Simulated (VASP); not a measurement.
# AlCd2O (Cmmm) in VASP: relaxation of cell and atoms with PBE

Aim: the relaxation of cell and atoms of AlCd2O with PBE.

All numbers are computed with VASP 6.6.1; they aren't measurements. Logs are shortened: lines on timing, memory, paths and dates and some standing lists are left out, and cuts for length are marked.

**1. The cell of the first run**

The structure is orthorhombic, space group Cmmm (No. 65). Conventional cell: a = 4.737 Å, b = 6.907 Å, c = 4.578 Å, α = 90.00°, β = 90.00°, γ = 90.00°. Al (site symmetry mmm) has 2 O at 2.37 Å and 4 Cd at 2.66 Å within 3.1 Å. Within 3.3 Å of Cd (site symmetry m2m) lie 3 Cd at 2.49 to 2.69 Å and 2 Al at 2.66 Å and 2 O at 3.11 Å. Within 3.2 Å of O (site symmetry mmm) lie 2 Al at 2.37 Å and 4 Cd at 3.11 Å.

The cell was generated, and may not be a known phase.

**2. Relaxation of cell and atoms, PBE**

Contents of INCAR:

```
ALGO     = Normal         # electronic algorithm
EDIFF    = 1E-7           # SCF threshold, eV
EDIFFG   = -0.04          # ionic threshold
ENCUT    = 700            # plane-wave cutoff, eV
GGA      = PE             # functional
GGA_COMPAT= F            
IBRION   = 2              # ionic algorithm
ISIF     = 3              # what is computed and relaxed
ISMEAR   = 0              # smearing method
LASPH    = T              # aspherical terms in the spheres
LCHARG   = F              # write CHGCAR
LREAL    = F              # projectors in reciprocal space
LWAVE    = F              # write WAVECAR
NELM     = 120            # most SCF steps
NELMIN   = 4            
NSW      = 90             # ionic steps
PREC     = Accurate       # precision mode
SIGMA    = 0.1            # smearing width, eV
```

Contents of KPOINTS:

```
k-points
0
Gamma
  4 4 4
```

Contents of POSCAR:

```
AlCd2O
1.0
    2.3685575300     -3.4535621700      0.0000000000
    2.3685575300      3.4535621700      0.0000000000
    0.0000000000      0.0000000000      4.5777688500
Al Cd O
1 2 1
Direct
    0.5000000000      0.5000000000      0.0000000000
    0.6950567500      0.3049432500      0.5000000000
    0.3049432500      0.6950567500      0.5000000000
    0.0000000000      0.0000000000      0.0000000000
```

Potentials or basis: VASP PAW PBE potentials, release 64 (Al, Cd_sv_GW, O).

The run is started by

```bash
> cat potpaw_PBE.64/Al/POTCAR potpaw_PBE.64/Cd_sv_GW/POTCAR potpaw_PBE.64/O/POTCAR > POTCAR
> mpirun -np 1 vasp_std > vasp.out
```

OUTCAR:

```text
EDIFF = 1E-7
   EDIFFG = -0.04
   ENCUT = 700
   GGA = PE
   IBRION = 2
   ISIF = 3
   ISMEAR = 0
   LASPH = T
   LREAL = F
   NELM = 120
   NELMIN = 4
   NSW = 90
   PREC = Accurate

 ion  position               nearest neighbor table
   1  0.500  0.500  0.000-   4 2.37   4 2.37   2 2.66   2 2.66   3 2.66   3 2.66
   2  0.695  0.305  0.500-   3 2.49   3 2.49   1 2.66   1 2.66
   3  0.305  0.695  0.500-   2 2.49   2 2.49   1 2.66   1 2.66
   4  0.000  0.000  0.000-   1 2.37   1 2.37

  LATTYP: Found a base centered orthorhombic cell.
 ALAT       =     4.7371150600
 B/A-ratio  =     1.4580866735
 C/A-ratio  =     0.9663621829

  Lattice vectors:

 A1 = (   2.3685575300,  -3.4535621700,   0.0000000000)
 A2 = (   2.3685575300,   3.4535621700,   0.0000000000)
 A3 = (   0.0000000000,   0.0000000000,   4.5777688500)

Analysis of symmetry for initial positions (statically):
=====================================================================
 Subroutine PRICEL returns:
 Original cell was already a primitive cell.

 Routine SETGRP: Setting up the symmetry group for a
 base centered orthorhombic supercell.

 Subroutine GETGRP returns: Found  8 space group operations
 (whereof  8 operations were pure point group operations)
 out of a pool of  8 trial point group operations.

The static configuration has the point symmetry D_2h.

Analysis of symmetry for dynamics (positions and initial velocities):
=====================================================================
 Subroutine PRICEL returns:
 Original cell was already a primitive cell.

 Routine SETGRP: Setting up the symmetry group for a
 base centered orthorhombic supercell.

 Subroutine GETGRP returns: Found  8 space group operations
 (whereof  8 operations were pure point group operations)
 out of a pool of  8 trial point group operations.

The dynamic configuration has the point symmetry D_2h.

 Subroutine INISYM returns: Found  8 space group operations
 (whereof  8 operations are pure point group operations),
 and found     1 'primitive' translations

----------------------------------------------------------------------------------------

                                     Primitive cell

  volume of cell :      74.8919

  direct lattice vectors                    reciprocal lattice vectors
     2.368557530 -3.453562170  0.000000000     0.211098947 -0.144778051  0.000000000
     2.368557530  3.453562170  0.000000000     0.211098947  0.144778051  0.000000000
     0.000000000  0.000000000  4.577768850     0.000000000  0.000000000  0.218447028

  length of vectors
     4.187738821  4.187738821  4.577768850     0.255975486  0.255975486  0.218447028

  position of ions in fractional coordinates (direct lattice)
     0.500000000  0.500000000  0.000000000
     0.695056750  0.304943250  0.500000000
     0.304943250  0.695056750  0.500000000
     0.000000000  0.000000000  0.000000000

  ion indices of the primitive-cell ions
   primitive index   ion index
                 1           1
                 2           2
                 3           3
                 4           4

----------------------------------------------------------------------------------------

 KPOINTS: k-points

Automatic generation of k-mesh.
 Grid dimensions read from file:
 generate k-points for:    4    4    4

 Generating k-lattice:

  Cartesian coordinates                     Fractional coordinates (reciprocal lattice)
     0.052774737 -0.036194513  0.000000000     0.250000000  0.000000000  0.000000000
     0.052774737  0.036194513  0.000000000     0.000000000  0.250000000  0.000000000
     0.000000000  0.000000000  0.054611757     0.000000000  0.000000000  0.250000000

  Length of vectors
     0.063993871  0.063993871  0.054611757

  Shift w.r.t. Gamma in fractional coordinates (k-lattice)
     0.000000000  0.000000000  0.000000000

 Subroutine IBZKPT returns following result:
 ===========================================

 Found     21 irreducible k-points:

 Following reciprocal coordinates:
            Coordinates               Weight
  0.000000  0.000000  0.000000      1.000000
  0.250000 -0.000000  0.000000      4.000000
  0.500000 -0.000000  0.000000      2.000000
  0.250000  0.250000  0.000000      2.000000
  0.500000  0.250000  0.000000      4.000000
 -0.250000  0.250000  0.000000      2.000000
[... 13 lines left out ...]
 -0.250000  0.250000  0.500000      2.000000
  0.500000  0.500000  0.500000      1.000000
   k-points           NKPTS =     21   k-points in BZ     NKDIM =     21   number of bands    NBANDS=     29
   number of dos      NEDOS =    301   number of ions     NIONS =      4
   total plane-waves  NPLWV =  51840
   dimension x,y,z NGX =    36 NGY =   36 NGZ =   40
   dimension x,y,z NGXF=    72 NGYF=   72 NGZF=   80
   ions per type =               1   2   1
   NGX,Y,Z   is equivalent  to a cutoff of  14.29, 14.29, 14.53 a.u.
   NGXF,Y,Z  is equivalent  to a cutoff of  28.58, 28.58, 29.05 a.u.
 SYSTEM =  unknown system
   PREC   = accura    normal or accurate (medium, high low for compatibility)
   ISTART =      0    job   : 0-new  1-cont  2-samecut
   ICHARG =      2    charge: 1-file 2-atom 10-const
   ISPIN  =      1    spin polarized calculation?
   LNONCOLLINEAR =      F non collinear calculations
   LSORBIT =      F    spin-orbit coupling
   LASPH  =      T    aspherical Exc in radial PAW
   ENCUT  =  700.0 eV  51.45 Ry    7.17 a.u.   9.03  9.03  9.88*2*pi/ulx,y,z
   NELM   =    120;   NELMIN=  4; NELMDL= -5     # of ELM steps
   EDIFF  = 0.1E-06   stopping-criterion for ELM
   LREAL  =      F    real-space projection
   EDIFFG = -.4E-01   stopping-criterion for IOM
   NSW    =     90    number of steps for IOM
   IBRION =      2    ionic relax: 0-MD 1-quasi-New 2-CG
   NFREE  =      1    steps in history (QN), initial steepest desc. (CG)
   ISIF   =      3    stress and relaxation
   ISYM   =      2    0-nonsym 1-usesym 2-fastsym
   POTIM  = 0.5000    time-step for ionic-motion
   TEBEG  =    0.0;   TEEND  =   0.0 temperature during run
   PSTRESS=    0.0 pullay stress
   NELECT =      49.0000    total number of electrons
   NUPDOWN=      -1.0000    fix difference up-down
   EMIN   =  10.00;   EMAX   =-10.00  energy-range for DOS
   EFERMI =   0.00;   METHOD = LEGACY
   ISMEAR =     0;   SIGMA  =   0.10  broadening in eV -4-tet -1-fermi 0-gaus
   EFERMI_NEDOS =   21; number of points for ismear=-14 and -15
   IALGO  =     38    algorithm
   IMIX   =      4    mixing-type and parameters
     AMIX     =   0.40;   BMIX     =  1.00
     AMIX_MAG =   1.60;   BMIX_MAG =  1.00
  volume/ion in A,a.u.               =      18.72       126.35
  Fermi-wavevector in a.u.,A,eV,Ry     =   1.421222  2.685720 27.482015  2.019871
  Thomas-Fermi vector in A             =   2.542054
   LORBIT       =      0    0 simple, 1 ext, 2 COOP (PROOUT), +10 PAW based schemes
   GGA     = PE    functional components
   LHFCALC =     F    Hartree Fock is set to
   AEXX    =    0.0000 exact exchange contribution
   IVDW    =     0    specifies the selected vdW correction
   LEPSILON=     F    determine dielectric tensor
   LRPA    =     F    only Hartree local field effects (RPA)
 conjugate gradient relaxation of ions
 non-spin polarized calculation
 Gauss-broadening in eV      SIGMA  =   0.10
  energy-cutoff  :      700.00
  volume of cell :       74.89
 maximum number of plane-waves:      3170
   NGX = 19   NGY = 19   NGZ = 19

--------------------------------------- Ionic step        1  -------------------------------------------

 number of electron      49.0000010 magnetization

 Free energy of the ion-electron system (eV)
  ---------------------------------------------------
  ext. energy  EPLUGINS =         0.00000000
  ---------------------------------------------------
  free energy    TOTEN  =        -9.11592547 eV

  energy without entropy =       -9.10910501  energy(sigma->0) =       -9.11251524

------------------------ aborting loop because EDIFF is reached ----------------------------------------

  FORCE on cell =-STRESS in cart. coord.  units (eV):
  Direction    XX          YY          ZZ          XY          YZ          ZX
  --------------------------------------------------------------------------------------
  -------------------------------------------------------------------------------------
  Total        2.7651439      4.3544128      3.1229236      0.0000000      0.0000000      0.0000000
  in kB       59.1552428     93.1547714     66.8092929      0.0000000      0.0000000      0.0000000
  external PRESSURE =      73.0397690 kB  Pullay stress =       0.0000000 kB
[... 95 lines left out ...]
  FREE ENERGIE OF THE ION-ELECTRON SYSTEM (eV)
  ---------------------------------------------------
  free  energy   TOTEN  =        -9.3282513409 eV

  energy  without entropy=       -9.3187711533  energy(sigma->0) =       -9.32351125

 E-fermi :   5.6482     XC(G=0): -10.3300

 val. band max:        5.5169964115   @ k =   0.5000  -0.0000   0.5000
 cond. band min:       5.6500842945   @ k =   0.2500  -0.0000   0.2500
 fundamental gap:      0.1330878830
 Fermi energy:         5.6482101827

 k-point     1 :       0.0000    0.0000    0.0000
  band No.  band energies     occupation
      1     -97.7081      2.00000
      2     -97.6908      2.00000
      3     -58.7973      2.00000
      4     -58.7889      2.00000
      5     -58.7715      2.00000
      6     -58.7448      2.00000
[... 661 lines left out ...]
     28      11.4885      0.00000
     29      13.6670      0.00000

 E-fermi :   5.1027     XC(G=0): -10.0351

 val. band max:        5.0749607889   @ k =   0.2500  -0.0000   0.2500
 cond. band min:       5.2129883140   @ k =   0.0000   0.0000   0.5000
 fundamental gap:      0.1380275251
 Fermi energy:         5.1027111970

 k-point     1 :       0.0000    0.0000    0.0000
  band No.  band energies     occupation
      1     -98.1300      2.00000
      2     -98.1198      2.00000
      3     -59.2141      2.00000
      4     -59.2027      2.00000
      5     -59.1856      2.00000
      6     -59.1593      2.00000
[... 661 lines left out ...]
     28      10.8899      0.00000
     29      12.9518      0.00000

[... ionic steps 4 to 36 ...]

--------------------------------------- Ionic step       37  -------------------------------------------

 number of electron      49.0000012 magnetization

------------------------ aborting loop because EDIFF is reached ----------------------------------------

  FORCE on cell =-STRESS in cart. coord.  units (eV):
  Direction    XX          YY          ZZ          XY          YZ          ZX
  --------------------------------------------------------------------------------------
  -------------------------------------------------------------------------------------
  Total        0.2279991     -0.0008407     -0.0282946      0.0000000      0.0000000      0.0000000
  in kB        3.9961128     -0.0147356     -0.4959156      0.0000000      0.0000000      0.0000000
  external PRESSURE =       1.1618205 kB  Pullay stress =       0.0000000 kB
[... 61 lines left out ...]
  energy  without entropy=      -12.4508981840  energy(sigma->0) =      -12.45321856

--------------------------------------- Ionic step       39  -------------------------------------------

 number of electron      49.0000012 magnetization

 Free energy of the ion-electron system (eV)
  ---------------------------------------------------
  ext. energy  EPLUGINS =         0.00000000
  ---------------------------------------------------
  free energy    TOTEN  =       -12.45611752 eV

  energy without entropy =      -12.45132372  energy(sigma->0) =      -12.45372062

 E-fermi :   3.7113     XC(G=0):  -9.1822

 val. band max:        3.6853186000   @ k =   0.5000   0.5000   0.2500
 cond. band min:       3.8335926836   @ k =   0.5000   0.2500   0.2500
 fundamental gap:      0.1482740836
 Fermi energy:         3.7112857614

 k-point     1 :       0.0000    0.0000    0.0000
  band No.  band energies     occupation
      1     -99.0649      2.00000
      2     -99.0572      2.00000
      3     -60.1492      2.00000
      4     -60.1448      2.00000
      5     -60.1399      2.00000
      6     -60.0866      2.00000
[... 692 lines left out ...]
  FREE ENERGIE OF THE ION-ELECTRON SYSTEM (eV)
  ---------------------------------------------------
  free  energy   TOTEN  =       -12.4561175245 eV

  energy  without entropy=      -12.4513237156  energy(sigma->0) =      -12.45372062

 reached required accuracy - stopping structural energy minimisation
```

Run time: 20 min. Hardware: 1 thread of Intel Xeon 6975P-C (Granite Rapids), shared host; peak memory 0.28 GiB.

Results:

```yaml
Free_energy: -12.4561 eV
Relaxed_volume: 22.90 Å³/atom
Relaxed_cell: a = 5.300 Å, b = 5.300 Å, c = 5.299 Å, α = 90.00°, β = 90.00°, γ = 142.02°
Space_group_after_relaxing_to_0.1_Å: Cmmm (No. 65)
Energy_gained_by_relaxing: 835.0 meV/atom
Ionic_steps: 39
Pressure_after_relaxing: -0.1 GPa
Largest_force_after_relaxing: 0.031 eV/Å
Band_gap_on_the_k_mesh: zero (an odd number of electrons rules out a gap without spin polarisation)
```

Forces in eV/Å, atoms in the order of the input:
```
Al   0.000  0.000  0.000
Cd   0.000  0.031  0.000
Cd   0.000 -0.031  0.000
O    0.000  0.000  0.000
```

Step by step:
```tsv
step	energy change (eV)	largest force (eV/Å)	pressure (GPa)	volume (Å³)
1	0.0000	0.6682	7.30	74.89
2	-0.2120	0.1340	-0.61	84.52
3	-0.2123	0.1453	-0.37	84.11
4	-0.2251	0.0559	0.10	83.89
5	-0.2272	0.1753	0.44	83.75
6	-0.2385	0.2445	0.22	84.37
7	-0.2671	0.3627	-0.46	86.12
8	-0.2927	0.4657	-1.65	89.19
9	-0.2951	0.4823	-1.65	89.28
10	-0.3022	0.5340	-1.67	89.54
11	-0.3179	0.6312	-1.72	90.02
12	-0.3588	0.8010	-1.71	90.87
13	-0.4814	1.0548	-2.54	92.06
14	-0.5178	1.1670	-12.91	92.56
15	-0.5444	1.0802	-3.33	92.30
16	-0.6614	1.1443	-6.51	92.64
17	-0.6544	1.1423	-5.99	92.62
18	-0.9609	1.5252	-3.46	88.44
19	-1.3336	2.4423	2.92	80.86
20	-0.5690	5.7001	30.96	66.47
21	-1.3682	2.9264	6.18	78.17
22	-1.5942	2.7866	6.62	77.44
23	-2.1560	1.9626	8.86	75.09
24	-1.6075	0.4368	23.63	69.72
25	-2.3183	1.2203	11.24	73.59
26	-2.3207	0.9589	12.37	73.04
27	-2.6074	0.3200	5.35	77.46
28	-2.6903	0.1070	-1.46	83.04
29	-2.6943	0.0584	-0.44	82.11
30	-2.8464	0.0718	-0.60	83.77
31	-3.1342	0.2058	-1.55	88.49
32	-2.7977	1.1027	-2.57	96.61
33	-3.1683	0.1854	-2.08	90.66
34	-3.3055	0.1530	0.11	89.84
35	-3.3163	0.1229	1.10	89.50
36	-3.3385	0.0988	0.33	90.99
37	-3.3396	0.0897	0.12	91.41
38	-3.3396	0.0926	0.13	91.37
39	-3.3402	0.0307	-0.08	91.59
```

Final structure:
```
Al Cd O
1.0
     1.72451   -5.01114    0.00000
     1.72451    5.01114    0.00000
     0.00000    0.00000    5.29936
Al Cd O
1 2 1
Direct
  0.50000 0.50000 0.00000
  0.63852 0.36148 0.50000
  0.36148 0.63852 0.50000
  0.00000 0.00000 0.00000
```

Levels at points of the mesh, in eV from the Fermi level:
```
           k point  band 20  band 21  band 22  band 23  band 24  band 25  band 26  band 27  band 28  band 29
(0.00, 0.00, 0.00)    -6.38    -6.37    -4.80    -4.49    -0.47     0.80     1.29     1.29     4.49     6.38
(0.50, 0.00, 0.00)    -7.89    -4.09    -3.96    -2.59    -1.96     0.48     0.78     1.39     4.21     4.35
(0.50, 0.50, 0.00)    -6.39    -5.73    -4.84    -4.60    -3.42     1.40     1.88     2.31     3.65     6.49
(0.00, 0.00, 0.50)    -6.76    -6.35    -4.51    -3.35    -2.86     0.55     1.19     3.14     4.14     5.94
(0.50, 0.00, 0.50)    -7.96    -4.27    -3.98    -3.15    -1.20     0.37     0.60     0.76     2.90     5.72
(0.50, 0.50, 0.50)    -6.36    -5.96    -4.86    -4.66    -2.07    -1.64     0.52     6.25     7.02     7.23
```

Caveat: the k points lie up to 0.48 Å⁻¹ apart in the final cell, too coarse for converged energies and pressures of a metal; the volume moved by over 15 % at a fixed basis, so the end points are rough.

The gap in the log of VASP goes by the Fermi energy; the results here count the filled bands.